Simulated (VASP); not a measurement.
A run of VASP 6.6.1:

INCAR

```
SYSTEM = Ge
ALGO = Normal ; EDIFF = 1E-6
ENCUT = 520 ; GGA = PS
ISIF = 2 ; ISMEAR = 0
LASPH = .TRUE. ; LCHARG = .FALSE.
LREAL = .FALSE. ; LWAVE = .FALSE.
NBANDS = 36 ; NELM = 100
PREC = Accurate ; SIGMA = 0.15
```

KPOINTS

```
k-points
0
G
  12 12 8
  0 0 0
```

Contents of POSCAR:

```
Ge
1.0
    4.1168769001      0.0000000000      0.0000000000
   -2.0584384501      3.5653199798      0.0000000000
    0.0000000000      0.0000000000      6.6953106100
Ge
4
Direct
    0.6666666667      0.3333333333      0.0629118565
    0.3333333333      0.6666666667      0.5629118565
    0.6666666667      0.3333333333      0.4370881435
    0.3333333333      0.6666666667      0.9370881435
```

Potentials or basis: VASP PAW PBE potentials, release 64 (Ge_d).

The run is started by

```sh
$ cat potpaw_PBE.64/Ge_d/POTCAR > POTCAR
$ mpirun -np 1 vasp_std > vasp.out
```

Hardware: 1 thread of Intel Xeon 8259CL, on a shared host.

Estimate the wall time of this run.

Run time: 6.4 min on 1 thread of Intel Xeon 8259CL (shared host), peak memory 0.37 GiB. Counts: scf iterations 12, k points 95.
